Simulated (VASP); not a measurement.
# Rb3Ag (Pm-3m) in VASP: further runs

The runs below take Rb3Ag through single point, with pbe exchange, lyp correlation.

Program: VASP 6.6.1. These are calculated values, not measurements. Logs are shortened: lines on timing, memory, paths and dates and some standing lists are left out, and cuts for length are marked.

**1. The cell of the first run**

The structure is cubic, space group Pm-3m (No. 221). Conventional cell: a = 4.352 Å, b = 4.352 Å, c = 4.352 Å, α = 90.00°, β = 90.00°, γ = 90.00°. Within 4.1 Å of Rb (site symmetry 4/mmm) lie 8 Rb at 3.08 Å and 4 Ag at 3.08 Å. Within 4.1 Å of Ag (site symmetry m-3m) lie 12 Rb at 3.08 Å.

**2. Single point, pbe exchange, lyp correlation**

Contents of INCAR:

```
SYSTEM = Rb3Ag
PREC     = Accurate       ! precision mode
ENCUT    = 500            ! plane-wave cutoff, eV
EDIFF    = 1E-6           ! SCF threshold, eV
ISMEAR   = 0              ! smearing method
SIGMA    = 0.05           ! smearing width, eV
LREAL    = .False.        ! projectors in reciprocal space
LASPH    = .True.         ! aspherical terms in the spheres
NELM     = 120            ! most SCF steps
ALGO     = Normal         ! electronic algorithm
ISIF     = 2              ! what is computed and relaxed
LWAVE    = .False.        ! write WAVECAR
LCHARG   = .False.        ! write CHGCAR
GGA      = LIBXC          ! functional
LIBXC1   = GGA_X_PBE    
LIBXC2   = GGA_C_LYP    
NBANDS   = 27             ! bands
GGA_COMPAT= .False.
```

Contents of KPOINTS:

```
Automatic mesh
0
Gamma
  4 4 4
  0 0 0
```

Contents of POSCAR:

```
Rb3Ag
1.0
    4.3523970253      0.0000000000      0.0000000000
    0.0000000000      4.3523970253      0.0000000000
    0.0000000000      0.0000000000      4.3523970253
Rb Ag
3 1
Direct
    0.0000000000      0.5000000000      0.5000000000
    0.5000000000      0.0000000000      0.5000000000
    0.5000000000      0.5000000000      0.0000000000
    0.0000000000      0.0000000000      0.0000000000
```

Potentials or basis: VASP PAW PBE potentials, release 64 (Rb_sv, Ag).

Started as:

```sh
cat potpaw_PBE.64/Rb_sv/POTCAR potpaw_PBE.64/Ag/POTCAR > POTCAR
mpirun -np 1 vasp_std > vasp.out
```

OUTCAR:

```text
SYSTEM = Rb3Ag
   PREC = Accurate
   ENCUT = 500
   EDIFF = 1E-6
   ISMEAR = 0
   LREAL = .False.
   LASPH = .True.
   NELM = 120
   ISIF = 2
   GGA = LIBXC

 ion  position               nearest neighbor table
   1  0.000  0.500  0.500-   2 3.08   3 3.08   4 3.08   3 3.08   4 3.08   2 3.08   4 3.08   4 3.08
                             2 3.08   3 3.08   3 3.08   2 3.08   2 5.33   2 5.33   3 5.33   3 5.33
   2  0.500  0.000  0.500-   1 3.08   3 3.08   4 3.08   3 3.08   4 3.08   1 3.08   3 3.08   3 3.08
                             1 3.08   4 3.08   4 3.08   1 3.08   3 5.33   3 5.33   1 5.33   3 5.33
   3  0.500  0.500  0.000-   1 3.08   2 3.08   4 3.08   1 3.08   2 3.08   2 3.08   4 3.08   2 3.08
                             1 3.08   4 3.08   1 3.08   4 3.08   1 5.33   2 5.33   1 5.33   2 5.33
   4  0.000  0.000  0.000-   1 3.08   2 3.08   3 3.08   1 3.08   2 3.08   1 3.08   3 3.08   1 3.08
                             2 3.08   3 3.08   2 3.08   3 3.08

  LATTYP: Found a simple cubic cell.
 ALAT       =     4.3523970253

  Lattice vectors:

 A1 = (   4.3523970253,   0.0000000000,   0.0000000000)
 A2 = (   0.0000000000,   4.3523970253,   0.0000000000)
 A3 = (   0.0000000000,   0.0000000000,   4.3523970253)

Analysis of symmetry for initial positions (statically):
=====================================================================
 Subroutine PRICEL returns:
 Original cell was already a primitive cell.

 Routine SETGRP: Setting up the symmetry group for a
 simple cubic supercell.

 Subroutine GETGRP returns: Found 48 space group operations
 (whereof 48 operations were pure point group operations)
 out of a pool of 48 trial point group operations.

The static configuration has the point symmetry O_h .

Analysis of symmetry for dynamics (positions and initial velocities):
=====================================================================
 Subroutine PRICEL returns:
 Original cell was already a primitive cell.

 Routine SETGRP: Setting up the symmetry group for a
 simple cubic supercell.

 Subroutine GETGRP returns: Found 48 space group operations
 (whereof 48 operations were pure point group operations)
 out of a pool of 48 trial point group operations.

The dynamic configuration has the point symmetry O_h .

 Subroutine INISYM returns: Found 48 space group operations
 (whereof 48 operations are pure point group operations),
 and found     1 'primitive' translations

----------------------------------------------------------------------------------------

                                     Primitive cell

  volume of cell :      82.4490

  direct lattice vectors                    reciprocal lattice vectors
     4.352397025  0.000000000  0.000000000     0.229758451  0.000000000  0.000000000
     0.000000000  4.352397025  0.000000000     0.000000000  0.229758451  0.000000000
     0.000000000  0.000000000  4.352397025     0.000000000  0.000000000  0.229758451

  length of vectors
     4.352397025  4.352397025  4.352397025     0.229758451  0.229758451  0.229758451

  position of ions in fractional coordinates (direct lattice)
     0.000000000  0.500000000  0.500000000
     0.500000000  0.000000000  0.500000000
     0.500000000  0.500000000  0.000000000
     0.000000000  0.000000000  0.000000000

  ion indices of the primitive-cell ions
   primitive index   ion index
                 1           1
                 2           2
                 3           3
                 4           4

----------------------------------------------------------------------------------------

 KPOINTS: Automatic mesh

Automatic generation of k-mesh.
 Grid dimensions read from file:
 generate k-points for:    4    4    4

 Generating k-lattice:

  Cartesian coordinates                     Fractional coordinates (reciprocal lattice)
     0.057439613  0.000000000  0.000000000     0.250000000  0.000000000  0.000000000
     0.000000000  0.057439613  0.000000000     0.000000000  0.250000000  0.000000000
     0.000000000  0.000000000  0.057439613     0.000000000  0.000000000  0.250000000

  Length of vectors
     0.057439613  0.057439613  0.057439613

  Shift w.r.t. Gamma in fractional coordinates (k-lattice)
     0.000000000  0.000000000  0.000000000

 Subroutine IBZKPT returns following result:
 ===========================================

 Found     10 irreducible k-points:

 Following reciprocal coordinates:
            Coordinates               Weight
  0.000000  0.000000  0.000000      1.000000
  0.250000  0.000000  0.000000      6.000000
  0.500000  0.000000  0.000000      3.000000
  0.250000  0.250000  0.000000     12.000000
  0.500000  0.250000  0.000000     12.000000
  0.500000  0.500000  0.000000      3.000000
  0.250000  0.250000  0.250000      8.000000
  0.500000  0.250000  0.250000     12.000000
  0.500000  0.500000  0.250000      6.000000
  0.500000  0.500000  0.500000      1.000000
   k-points           NKPTS =     10   k-points in BZ     NKDIM =     10   number of bands    NBANDS=     27
   number of dos      NEDOS =    301   number of ions     NIONS =      4
   total plane-waves  NPLWV =  32768
   dimension x,y,z NGX =    32 NGY =   32 NGZ =   32
   dimension x,y,z NGXF=    64 NGYF=   64 NGZF=   64
   ions per type =               3   1
   NGX,Y,Z   is equivalent  to a cutoff of  12.22, 12.22, 12.22 a.u.
   NGXF,Y,Z  is equivalent  to a cutoff of  24.45, 24.45, 24.45 a.u.
 SYSTEM =  Rb3Ag
   PREC   = accura    normal or accurate (medium, high low for compatibility)
   ISTART =      0    job   : 0-new  1-cont  2-samecut
   ICHARG =      2    charge: 1-file 2-atom 10-const
   ISPIN  =      1    spin polarized calculation?
   LNONCOLLINEAR =      F non collinear calculations
   LSORBIT =      F    spin-orbit coupling
   LASPH  =      T    aspherical Exc in radial PAW
   ENCUT  =  500.0 eV  36.75 Ry    6.06 a.u.   7.94  7.94  7.94*2*pi/ulx,y,z
   NELM   =    120;   NELMIN=  2; NELMDL= -5     # of ELM steps
   EDIFF  = 0.1E-05   stopping-criterion for ELM
   LREAL  =      F    real-space projection
   EDIFFG = 0.1E-04   stopping-criterion for IOM
   NSW    =      0    number of steps for IOM
   IBRION =     -1    ionic relax: 0-MD 1-quasi-New 2-CG
   NFREE  =      0    steps in history (QN), initial steepest desc. (CG)
   ISIF   =      2    stress and relaxation
   ISYM   =      2    0-nonsym 1-usesym 2-fastsym
   POTIM  = 0.5000    time-step for ionic-motion
   TEBEG  =    0.0;   TEEND  =   0.0 temperature during run
   PSTRESS=    0.0 pullay stress
   NELECT =      38.0000    total number of electrons
   NUPDOWN=      -1.0000    fix difference up-down
   EMIN   =  10.00;   EMAX   =-10.00  energy-range for DOS
   EFERMI =   0.00;   METHOD = LEGACY
   ISMEAR =     0;   SIGMA  =   0.05  broadening in eV -4-tet -1-fermi 0-gaus
   EFERMI_NEDOS =   21; number of points for ismear=-14 and -15
   IALGO  =     38    algorithm
   IMIX   =      4    mixing-type and parameters
     AMIX     =   0.40;   BMIX     =  1.00
     AMIX_MAG =   1.60;   BMIX_MAG =  1.00
  volume/ion in A,a.u.               =      20.61       139.10
  Fermi-wavevector in a.u.,A,eV,Ry     =   1.264564  2.389680 21.757382  1.599122
  Thomas-Fermi vector in A             =   2.397863
   LORBIT       =      0    0 simple, 1 ext, 2 COOP (PROOUT), +10 PAW based schemes
   GGA     = LIBXC    functional components
   LHFCALC =     F    Hartree Fock is set to
   AEXX    =    0.0000 exact exchange contribution
   IVDW    =     0    specifies the selected vdW correction
   LEPSILON=     F    determine dielectric tensor
   LRPA    =     F    only Hartree local field effects (RPA)
 non-spin polarized calculation
 Gauss-broadening in eV      SIGMA  =   0.05
  energy-cutoff  :      500.00
  volume of cell :       82.45
 maximum number of plane-waves:      2176
 NGX is ok and might be reduce to    32
   NGX = 15   NGY = 15   NGZ = 15

 number of electron      37.9999997 magnetization

 Free energy of the ion-electron system (eV)
  ---------------------------------------------------
  ext. energy  EPLUGINS =         0.00000000
  ---------------------------------------------------
  free energy    TOTEN  =         3.77678986 eV

  energy without entropy =        3.78295290  energy(sigma->0) =        3.77987138

 E-fermi :   7.8642     XC(G=0): -10.2212

 val. band max:        7.8578688533   @ k =   0.2500   0.2500   0.2500
 cond. band min:       7.8723160618   @ k =   0.2500   0.0000   0.0000
 fundamental gap:      0.0144472085
 Fermi energy:         7.8642436960

 k-point     1 :       0.0000    0.0000    0.0000
  band No.  band energies     occupation
      1     -22.7608      2.00000
      2     -21.5951      2.00000
      3     -21.5951      2.00000
      4      -7.8682      2.00000
      5      -7.8682      2.00000
      6      -7.8682      2.00000
[... 19 lines left out ...]
     26      12.3366      0.00000
     27      12.3366      0.00000

 k-point     2 :       0.2500    0.0000    0.0000
  band No.  band energies     occupation
      1     -22.6227      2.00000
      2     -21.7559      2.00000
      3     -21.5887      2.00000
      4      -7.6676      2.00000
      5      -7.6676      2.00000
      6      -7.5717      2.00000
[... 19 lines left out ...]
     26      11.7307      0.00000
     27      12.0712      0.00000

 k-point     3 :       0.5000    0.0000    0.0000
  band No.  band energies     occupation
      1     -22.3919      2.00000
      2     -22.0093      2.00000
      3     -21.5823      2.00000
      4      -7.3784      2.00000
      5      -7.3784      2.00000
      6      -6.8373      2.00000
[... 19 lines left out ...]
     26      12.9875      0.00000
     27      12.9902      0.00000

 k-point     4 :       0.2500    0.2500    0.0000
  band No.  band energies     occupation
      1     -22.4962      2.00000
      2     -21.7976      2.00000
      3     -21.6790      2.00000
      4      -7.9129      2.00000
      5      -7.4487      2.00000
      6      -6.9688      2.00000
[... 19 lines left out ...]
     26      12.3842      0.00000
     27      12.5398      0.00000

 k-point     5 :       0.5000    0.2500    0.0000
  band No.  band energies     occupation
      1     -22.2765      2.00000
      2     -21.9982      2.00000
      3     -21.7037      2.00000
      4      -7.6758      2.00000
      5      -7.4832      2.00000
      6      -7.1092      2.00000
[... 19 lines left out ...]
     26      12.5708      0.00000
     27      12.9027      0.00000

 k-point     6 :       0.5000    0.5000    0.0000
  band No.  band energies     occupation
      1     -21.9992      2.00000
      2     -21.9871      2.00000
      3     -21.9871      2.00000
      4      -7.8825      2.00000
      5      -7.8582      2.00000
      6      -6.4755      2.00000
[... 19 lines left out ...]
     26      12.9166      0.00000
     27      12.9166      0.00000

 k-point     7 :       0.2500    0.2500    0.2500
  band No.  band energies     occupation
      1     -22.3861      2.00000
      2     -21.7903      2.00000
      3     -21.7903      2.00000
      4      -8.2680      2.00000
      5      -7.1091      2.00000
      6      -7.1091      2.00000
[... 19 lines left out ...]
     26      12.2275      0.00000
     27      12.2275      0.00000

 k-point     8 :       0.5000    0.2500    0.2500
  band No.  band energies     occupation
      1     -22.1891      2.00000
      2     -21.9886      2.00000
      3     -21.7830      2.00000
      4      -8.3107      2.00000
      5      -7.5094      2.00000
      6      -7.2828      2.00000
[... 19 lines left out ...]
     26      11.4570      0.00000
     27      11.4919      0.00000

 k-point     9 :       0.5000    0.5000    0.2500
  band No.  band energies     occupation
      1     -21.9852      2.00000
      2     -21.9791      2.00000
      3     -21.9791      2.00000
      4      -8.6123      2.00000
      5      -7.8098      2.00000
      6      -7.3386      2.00000
[... 19 lines left out ...]
     26      11.9881      0.00000
     27      12.1748      0.00000

 k-point    10 :       0.5000    0.5000    0.5000
  band No.  band energies     occupation
      1     -21.9710      2.00000
      2     -21.9710      2.00000
      3     -21.9710      2.00000
      4      -9.0583      2.00000
      5      -7.7345      2.00000
      6      -7.7345      2.00000
[... 19 lines left out ...]
     26      11.8915      0.00000
     27      11.8915      0.00000

------------------------ aborting loop because EDIFF is reached ----------------------------------------

  FORCE on cell =-STRESS in cart. coord.  units (eV):
  Direction    XX          YY          ZZ          XY          YZ          ZX
  --------------------------------------------------------------------------------------
  -------------------------------------------------------------------------------------
  Total       20.8476979     20.8476979     20.8476979     -0.0000000      0.0000000     -0.0000000
  in kB      405.1195241    405.1195241    405.1195241     -0.0000000      0.0000000     -0.0000000
  external PRESSURE =     405.1195241 kB  Pullay stress =       0.0000000 kB

 VOLUME and BASIS-vectors are now :
 -----------------------------------------------------------------------------
  energy-cutoff  :      500.00
  volume of cell :       82.45
      direct lattice vectors                 reciprocal lattice vectors
     4.352397025  0.000000000  0.000000000     0.229758451  0.000000000  0.000000000
     0.000000000  4.352397025  0.000000000     0.000000000  0.229758451  0.000000000
     0.000000000  0.000000000  4.352397025     0.000000000  0.000000000  0.229758451

 POSITION                                       TOTAL-FORCE (eV/Angst)
 -----------------------------------------------------------------------------------
      0.00000      2.17620      2.17620         0.000000      0.000000      0.000000
      2.17620      0.00000      2.17620         0.000000      0.000000      0.000000
      2.17620      2.17620      0.00000         0.000000      0.000000      0.000000
      0.00000      0.00000      0.00000         0.000000      0.000000      0.000000
 -----------------------------------------------------------------------------------
    total drift:                                0.000000     -0.000000     -0.000000

  FREE ENERGIE OF THE ION-ELECTRON SYSTEM (eV)
  ---------------------------------------------------
  free  energy   TOTEN  =         3.7767898595 eV

  energy  without entropy=        3.7829529046  energy(sigma->0) =        3.77987138
```

It took 16 s on 1 thread of AMD EPYC 7R13 (Zen 3), shared host; peak memory 0.14 GiB.

What came out:

| Item | Value |
| --- | --- |
| Free energy | 3.7768 eV |
| Pressure | 40.5 GPa |
| Band gap on the k mesh | zero (bands 19 and 20 overlap by 1.00 eV) |

Levels at points of the mesh, in eV from the Fermi level:
| k point | band 17 | band 18 | band 19 | band 20 | band 21 | band 22 |
| --- | --- | --- | --- | --- | --- | --- |
| (0.00, 0.00, 0.00) | -6.64 | -5.37 | -2.12 | 1.04 | 1.04 | 1.06 |
| (0.50, 0.00, 0.00) | -6.18 | -2.72 | -1.94 | 0.27 | 1.07 | 1.07 |
| (0.50, 0.50, 0.00) | -6.18 | -2.56 | -0.35 | 0.40 | 0.40 | 1.98 |
| (0.50, 0.50, 0.50) | -6.34 | -4.79 | 0.99 | 0.99 | 0.99 | 3.04 |

Caveat: the k points lie up to 0.36 Å⁻¹ apart, too coarse for converged energies and pressures of a metal; the PAW data sets were made with another functional, which shifts forces and pressure a little.

**3. Single point, pbe exchange, lyp correlation**

This run uses another cell than the first one, of 22.60 Å³/atom.

Contents of INCAR:

```
SYSTEM = Rb3Ag
  PREC = Accurate
  ENCUT = 500
  EDIFF = 1E-6
  ISMEAR = 0
  SIGMA = 0.05
  LREAL = .FALSE.
  LASPH = .TRUE.
  NELM = 120
  ALGO = Normal
  ISIF = 2
  LWAVE = .FALSE.
  LCHARG = .FALSE.
  GGA = LIBXC
  LIBXC1 = GGA_X_PBE
  LIBXC2 = GGA_C_LYP
  NBANDS = 27
  GGA_COMPAT = .FALSE.
```

Contents of KPOINTS:

```
regular mesh
0
G
  4 4 4
  0 0 0
```

Contents of POSCAR:

```
Rb3Ag
1.0
    4.4879436739      0.0000000000      0.0000000000
    0.0000000000      4.4879436739      0.0000000000
    0.0000000000      0.0000000000      4.4879436739
Rb Ag
3 1
Direct
    0.0000000000      0.5000000000      0.5000000000
    0.5000000000      0.0000000000      0.5000000000
    0.5000000000      0.5000000000      0.0000000000
    0.0000000000      0.0000000000      0.0000000000
```

Potentials or basis: VASP PAW PBE potentials, release 64 (Rb_sv, Ag).

Started as:

```sh
cat potpaw_PBE.64/Rb_sv/POTCAR potpaw_PBE.64/Ag/POTCAR > POTCAR
mpirun -np 1 vasp_std > vasp.out
```

Run time: 22 s. Hardware: 1 thread of AMD EPYC 7R13 (Zen 3), shared host; peak memory 0.18 GiB.

Results (log left out):

| Property | Result |
| --- | --- |
| Free energy | 2.0375 eV |
| Pressure | 30.4 GPa |
| Band gap on the k mesh | zero (bands 19 and 20 overlap by 0.87 eV) |

Levels at points of the mesh, in eV from the Fermi level:
```tsv
k point	band 15	band 16	band 17	band 18	band 19	band 20	band 21	band 22	band 23	band 24
(0.00, 0.00, 0.00)	-6.26	-6.26	-6.26	-5.14	-2.11	1.07	1.07	1.19	1.19	1.19
(0.50, 0.00, 0.00)	-6.05	-5.91	-5.91	-2.83	-1.76	0.04	1.06	1.06	1.40	3.20
(0.50, 0.50, 0.00)	-5.91	-5.91	-5.91	-2.60	-0.12	0.18	0.18	2.01	2.01	2.33
(0.50, 0.50, 0.50)	-6.22	-6.01	-6.01	-4.41	0.88	0.88	0.88	2.60	2.60	2.60
```

Caveat: the cell stands under pressure; the PAW data sets were made with another functional, which shifts forces and pressure a little.
